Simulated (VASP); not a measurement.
# Zr4Ag in VASP: single point with PBE

Aim: the single point of Zr4Ag with PBE.

Program: VASP 6.6.1. These are calculated values, not measurements. Logs are shortened: lines on timing, memory, paths and dates and some standing lists are left out, and cuts for length are marked.

## 1. The cell of the first run

The typed cell holds 10 atoms: a = 4.249 Å, b = 5.498 Å, c = 10.152 Å, α = 89.99°, β = 90.00°, γ = 112.74°.

## 2. Single point, PBE

File INCAR:

```
SYSTEM = Zr4Ag
PREC = Accurate
ENCUT = 520
EDIFF = 1E-6
ISMEAR = 0
SIGMA = 0.2
LREAL = .False.
LASPH = .True.
NELM = 100
ALGO = Fast
ISIF = 2
LWAVE = .False.
LCHARG = .False.
GGA = PE
NBANDS = 70
```

File KPOINTS:

```
regular mesh
0
Gamma
  6 6 2
  0 0 0
```

File POSCAR:

```
Zr4Ag
1.0
    0.0064024314     -0.0030433604      4.2489860173
    3.5826719074     -3.5836056221     -2.1336219347
    7.1787278757      7.1777270808     -0.0057861363
Zr Ag
8 2
Direct
    0.7088153535      0.4177701661      0.0980184598
    0.2086617887      0.4172560656      0.5979718310
    0.7911801646      0.5822120846      0.4019756399
    0.2913849712      0.5827846775      0.9020314883
    0.4013960036      0.8028736858      0.2095832099
    0.9013622401      0.8026553356      0.7095760154
    0.0985353963      0.1971448815      0.2904426041
    0.5987030211      0.1973278065      0.7903873951
    0.4999663980      0.9997894073      0.5000014548
   -0.0000053373      1.0001858895      0.0000119017
```

Potentials or basis: VASP PAW PBE potentials, release 64 (Zr_sv, Ag).

Launch:

```sh
> cat potpaw_PBE.64/Zr_sv/POTCAR potpaw_PBE.64/Ag/POTCAR > POTCAR
> mpirun -np 1 vasp_std > vasp.out
```

OUTCAR:

```text
SYSTEM = Zr4Ag
   PREC = Accurate
   ENCUT = 520
   EDIFF = 1E-6
   ISMEAR = 0
   LREAL = .False.
   LASPH = .True.
   NELM = 100
   ISIF = 2
   GGA = PE

 ion  position               nearest neighbor table
   1  0.709  0.418  0.098-   4 3.03   4 3.03   7 3.09   7 3.10   5 3.10   5 3.10  10 3.12  10 3.16
                            10 3.16   3 3.20   5 3.32   8 3.32
   2  0.209  0.417  0.598-   3 3.03   3 3.03   8 3.09   8 3.09   6 3.10   6 3.10   9 3.12   9 3.16
                             9 3.16   4 3.20   7 3.32   6 3.32
   3  0.791  0.582  0.402-   2 3.03   2 3.03   5 3.09   5 3.10   7 3.10   7 3.10   9 3.12   9 3.16
                             9 3.16   1 3.20   6 3.32   7 3.32
   4  0.291  0.583  0.902-   1 3.03   1 3.03   6 3.09   6 3.09   8 3.10   8 3.10  10 3.12  10 3.16
                            10 3.16   2 3.20   8 3.32   5 3.32
   5  0.401  0.803  0.210-   7 3.03   7 3.03   3 3.09   3 3.10   1 3.10   1 3.10   9 3.11  10 3.17
                            10 3.17   7 3.18   4 3.32   1 3.32
   6  0.901  0.803  0.710-   8 3.03   8 3.03   4 3.09   4 3.09   2 3.10   2 3.10  10 3.11   9 3.17
                             9 3.17   8 3.18   2 3.32   3 3.32
   7  0.099  0.197  0.290-   5 3.03   5 3.03   1 3.09   1 3.10   3 3.10   3 3.10  10 3.11   9 3.17
                             9 3.17   5 3.18   2 3.32   3 3.32
   8  0.599  0.197  0.790-   6 3.03   6 3.03   2 3.09   2 3.09   4 3.10   4 3.10   9 3.11  10 3.17
                            10 3.17   6 3.18   4 3.32   1 3.32
   9  0.500  1.000  0.500-   5 3.11   8 3.11   3 3.12   2 3.12   2 3.16   3 3.16   2 3.16   3 3.16
                             7 3.17   6 3.17   6 3.17   7 3.17
  10  1.000  0.000  0.000-   7 3.11   6 3.11   1 3.12   4 3.12   4 3.16   1 3.16   4 3.16   1 3.16
                             5 3.17   8 3.17   5 3.17   8 3.17

  LATTYP: Found a triclinic cell.
 ALAT       =     5.4981915037
 B/A-ratio  =     0.7727980970
 C/A-ratio  =     1.8463431695
 COS(alpha) =     0.0000108571
 COS(beta)  =     0.0001653493
 COS(gamma) =     0.3866096292

  Lattice vectors:

 A1 = (   3.5826719074,  -3.5836056221,  -2.1336219347)
 A2 = (  -0.0064024314,   0.0030433604,  -4.2489860173)
 A3 = (   7.1787278757,   7.1777270808,  -0.0057861363)

Analysis of symmetry for initial positions (statically):
=====================================================================
 Subroutine PRICEL returns:
 Original cell was already a primitive cell.

 Routine SETGRP: Setting up the symmetry group for a
 triclinic supercell.

 Subroutine GETGRP returns: Found  1 space group operations
 (whereof  1 operations were pure point group operations)
 out of a pool of  2 trial point group operations.

The static configuration has the point symmetry C_1 .

Analysis of symmetry for dynamics (positions and initial velocities):
=====================================================================
 Subroutine PRICEL returns:
 Original cell was already a primitive cell.

 Routine SETGRP: Setting up the symmetry group for a
 triclinic supercell.

 Subroutine GETGRP returns: Found  1 space group operations
 (whereof  1 operations were pure point group operations)
 out of a pool of  2 trial point group operations.

The dynamic configuration has the point symmetry C_1 .

 Subroutine INISYM returns: Found  1 space group operations
 (whereof  1 operations are pure point group operations),
 and found     1 'primitive' translations

----------------------------------------------------------------------------------------

                                     Primitive cell

  volume of cell :     218.7175

  direct lattice vectors                    reciprocal lattice vectors
     0.006402431 -0.003043360  4.248986017     0.070114589 -0.069934770  0.235194528
     3.582671907 -3.583605622 -2.133621935     0.139440317 -0.139460009 -0.000310000
     7.178727876  7.177727081 -0.005786136     0.069647742  0.069662372 -0.000055050

  length of vectors
     4.248991931  5.498191504 10.151548327     0.255192855  0.197212556  0.098507142

  position of ions in fractional coordinates (direct lattice)
     0.708815354  0.417770166  0.098018460
     0.208661789  0.417256066  0.597971831
     0.791180165  0.582212085  0.401975640
     0.291384971  0.582784678  0.902031488
     0.401396004  0.802873686  0.209583210
     0.901362240  0.802655336  0.709576015
     0.098535396  0.197144882  0.290442604
     0.598703021  0.197327806  0.790387395
     0.499966398  0.999789407  0.500001455
     0.999994663  0.000185890  0.000011902

  ion indices of the primitive-cell ions
   primitive index   ion index
                 1           1
                 2           2
                 3           3
                 4           4
                 5           5
                 6           6
                 7           7
                 8           8
                 9           9
                10          10

----------------------------------------------------------------------------------------

 KPOINTS: regular mesh

Automatic generation of k-mesh.
 Grid dimensions read from file:
 generate k-points for:    6    6    2

 Generating k-lattice:

  Cartesian coordinates                     Fractional coordinates (reciprocal lattice)
     0.011685765 -0.011655795  0.039199088     0.166666667  0.000000000  0.000000000
     0.023240053 -0.023243335 -0.000051667     0.000000000  0.166666667  0.000000000
     0.034823871  0.034831186 -0.000027525     0.000000000  0.000000000  0.500000000

  Length of vectors
     0.042532143  0.032868759  0.049253571

  Shift w.r.t. Gamma in fractional coordinates (k-lattice)
     0.000000000  0.000000000  0.000000000

 Subroutine IBZKPT returns following result:
 ===========================================

 Found     40 irreducible k-points:

 Following reciprocal coordinates:
            Coordinates               Weight
  0.000000  0.000000  0.000000      1.000000
  0.166667  0.000000  0.000000      2.000000
  0.333333  0.000000 -0.000000      2.000000
  0.500000  0.000000  0.000000      1.000000
  0.000000  0.166667 -0.000000      2.000000
  0.166667  0.166667 -0.000000      2.000000
[... 16 lines left out ...]
  0.333333 -0.000000  0.500000      2.000000
  0.500000  0.000000  0.500000      1.000000
 [... further k-points ...]
   k-points           NKPTS =     40   k-points in BZ     NKDIM =     40   number of bands    NBANDS=     70
   number of dos      NEDOS =    301   number of ions     NIONS =     10
   total plane-waves  NPLWV = 107520
   dimension x,y,z NGX =    32 NGY =   42 NGZ =   80
   dimension x,y,z NGXF=    64 NGYF=   84 NGZF=  160
   ions per type =               8   2
   NGX,Y,Z   is equivalent  to a cutoff of  12.52, 12.70, 13.10 a.u.
   NGXF,Y,Z  is equivalent  to a cutoff of  25.04, 25.40, 26.20 a.u.
 SYSTEM =  Zr4Ag
   PREC   = accura    normal or accurate (medium, high low for compatibility)
   ISTART =      0    job   : 0-new  1-cont  2-samecut
   ICHARG =      2    charge: 1-file 2-atom 10-const
   ISPIN  =      1    spin polarized calculation?
   LNONCOLLINEAR =      F non collinear calculations
   LSORBIT =      F    spin-orbit coupling
   LASPH  =      T    aspherical Exc in radial PAW
   ENCUT  =  520.0 eV  38.22 Ry    6.18 a.u.   7.90 10.22 18.88*2*pi/ulx,y,z
   NELM   =    100;   NELMIN=  2; NELMDL= -5     # of ELM steps
   EDIFF  = 0.1E-05   stopping-criterion for ELM
   LREAL  =      F    real-space projection
   EDIFFG = 0.1E-04   stopping-criterion for IOM
   NSW    =      0    number of steps for IOM
   IBRION =     -1    ionic relax: 0-MD 1-quasi-New 2-CG
   NFREE  =      0    steps in history (QN), initial steepest desc. (CG)
   ISIF   =      2    stress and relaxation
   ISYM   =      2    0-nonsym 1-usesym 2-fastsym
   POTIM  = 0.5000    time-step for ionic-motion
   TEBEG  =    0.0;   TEEND  =   0.0 temperature during run
   PSTRESS=    0.0 pullay stress
   NELECT =     118.0000    total number of electrons
   NUPDOWN=      -1.0000    fix difference up-down
   EMIN   =  10.00;   EMAX   =-10.00  energy-range for DOS
   EFERMI =   0.00;   METHOD = LEGACY
   ISMEAR =     0;   SIGMA  =   0.20  broadening in eV -4-tet -1-fermi 0-gaus
   EFERMI_NEDOS =   21; number of points for ismear=-14 and -15
   IALGO  =     68    algorithm
   IMIX   =      4    mixing-type and parameters
     AMIX     =   0.40;   BMIX     =  1.00
     AMIX_MAG =   1.60;   BMIX_MAG =  1.00
  volume/ion in A,a.u.               =      21.87       147.60
  Fermi-wavevector in a.u.,A,eV,Ry     =   1.332726  2.518487 24.166114  1.776159
  Thomas-Fermi vector in A             =   2.461639
   LORBIT       =      0    0 simple, 1 ext, 2 COOP (PROOUT), +10 PAW based schemes
   GGA     = PE    functional components
   LHFCALC =     F    Hartree Fock is set to
   AEXX    =    0.0000 exact exchange contribution
   IVDW    =     0    specifies the selected vdW correction
   LEPSILON=     F    determine dielectric tensor
   LRPA    =     F    only Hartree local field effects (RPA)
 non-spin polarized calculation
 RMM-DIIS sequential band-by-band and
 Gauss-broadening in eV      SIGMA  =   0.20
  energy-cutoff  :      520.00
  volume of cell :      218.72
 maximum number of plane-waves:      5916
   NGX = 15   NGY = 21   NGZ = 37

 number of electron     117.9999995 magnetization

 Free energy of the ion-electron system (eV)
  ---------------------------------------------------
  ext. energy  EPLUGINS =         0.00000000
  ---------------------------------------------------
  free energy    TOTEN  =       -73.66950539 eV

  energy without entropy =      -73.43452665  energy(sigma->0) =      -73.55201602

 E-fermi :   8.8488     XC(G=0): -11.2858

 val. band max:        8.8484659418   @ k =   0.5000   0.1667   0.0000
 cond. band min:       8.8672722375   @ k =   0.3333  -0.0000   0.5000
 fundamental gap:      0.0188062957
 Fermi energy:         8.8488158113

 k-point     1 :       0.0000    0.0000    0.0000
  band No.  band energies     occupation
      1     -39.8475      2.00000
      2     -39.8007      2.00000
      3     -39.7418      2.00000
      4     -39.6785      2.00000
      5     -39.6495      2.00000
      6     -39.6479      2.00000
[... 62 lines left out ...]
     69      10.8373      0.00000
     70      11.5454      0.00000

 k-point     2 :       0.1667    0.0000    0.0000
  band No.  band energies     occupation
      1     -39.8303      2.00000
      2     -39.7875      2.00000
      3     -39.7357      2.00000
      4     -39.6848      2.00000
      5     -39.6575      2.00000
      6     -39.6544      2.00000
[... 62 lines left out ...]
     69      10.5241      0.00000
     70      11.2073      0.00000

 k-point     3 :       0.3333    0.0000   -0.0000
  band No.  band energies     occupation
      1     -39.7848      2.00000
      2     -39.7532      2.00000
      3     -39.7194      2.00000
      4     -39.6952      2.00000
      5     -39.6796      2.00000
      6     -39.6722      2.00000
[... 1522 lines left out ...]
     69      10.4915      0.00000
     70      10.7156      0.00000

 k-point    24 :       0.5000    0.0000    0.5000
  band No.  band energies     occupation
      1     -39.7257      2.00000
      2     -39.7248      2.00000
      3     -39.7181      2.00000
      4     -39.7172      2.00000
      5     -39.6931      2.00000
      6     -39.6923      2.00000
[... 62 lines left out ...]
     69      10.4032      0.00000
     70      10.4338      0.00000

 [... further k-points ...]

------------------------ aborting loop because EDIFF is reached ----------------------------------------

  FORCE on cell =-STRESS in cart. coord.  units (eV):
  Direction    XX          YY          ZZ          XY          YZ          ZX
  --------------------------------------------------------------------------------------
  -------------------------------------------------------------------------------------
  Total        0.0185110      0.0317392      0.1652223      0.0007409     -0.0110838      0.0108708
  in kB        0.1355988      0.2324997      1.2103069      0.0054271     -0.0811926      0.0796321
  external PRESSURE =       0.5261351 kB  Pullay stress =       0.0000000 kB

 VOLUME and BASIS-vectors are now :
 -----------------------------------------------------------------------------
  energy-cutoff  :      520.00
  volume of cell :      218.72
      direct lattice vectors                 reciprocal lattice vectors
     0.006402431 -0.003043360  4.248986017     0.070114589 -0.069934770  0.235194528
     3.582671907 -3.583605622 -2.133621935     0.139440317 -0.139460009 -0.000310000
     7.178727876  7.177727081 -0.005786136     0.069647742  0.069662372 -0.000055050

 POSITION                                       TOTAL-FORCE (eV/Angst)
 -----------------------------------------------------------------------------------
      2.20492     -0.79573      2.11982        -0.008107      0.002655      0.000843
      5.78890      2.79616     -0.00713        -0.004805     -0.001986      0.000781
      4.97661      0.79645      2.11717         0.008132     -0.002463     -0.002420
      8.56523      4.38518     -0.01057         0.003957      0.002360     -0.000123
      4.38354     -1.37407     -0.00872         0.000902      0.001699      0.000824
      7.97527      2.21400      2.11321         0.002172     -0.001221      0.000345
      2.79194      1.37793     -0.00364        -0.002278     -0.002190      0.000902
      6.38477      4.96422      2.11828         0.000031      0.002306     -0.001604
      7.17449      0.00450     -0.01172        -0.000413      0.000947     -0.000585
      0.00715     -0.00362      4.24857         0.000407     -0.002106      0.001037
 -----------------------------------------------------------------------------------
    total drift:                               -0.000048      0.000091      0.000005

  FREE ENERGIE OF THE ION-ELECTRON SYSTEM (eV)
  ---------------------------------------------------
  free  energy   TOTEN  =       -73.6695053898 eV

  energy  without entropy=      -73.4345266480  energy(sigma->0) =      -73.55201602
```

It took 36 min on 1 thread of Intel Xeon 8259CL, shared host; peak memory 0.61 GiB.

What came out:

- Free energy: -73.6695 eV
- Pressure: 0.1 GPa
- Largest force: 0.009 eV/Å
- Band gap on the k mesh: zero (bands 59 and 60 overlap by 0.52 eV)

Forces in eV/Å, atoms in the order of the input:
```
Zr  -0.008  0.003  0.001
Zr  -0.005 -0.002  0.001
Zr   0.008 -0.002 -0.002
Zr   0.004  0.002  0.000
Zr   0.001  0.002  0.001
Zr   0.002 -0.001  0.000
Zr  -0.002 -0.002  0.001
Zr   0.000  0.002 -0.002
Ag   0.000  0.001 -0.001
Ag   0.000 -0.002  0.001
```
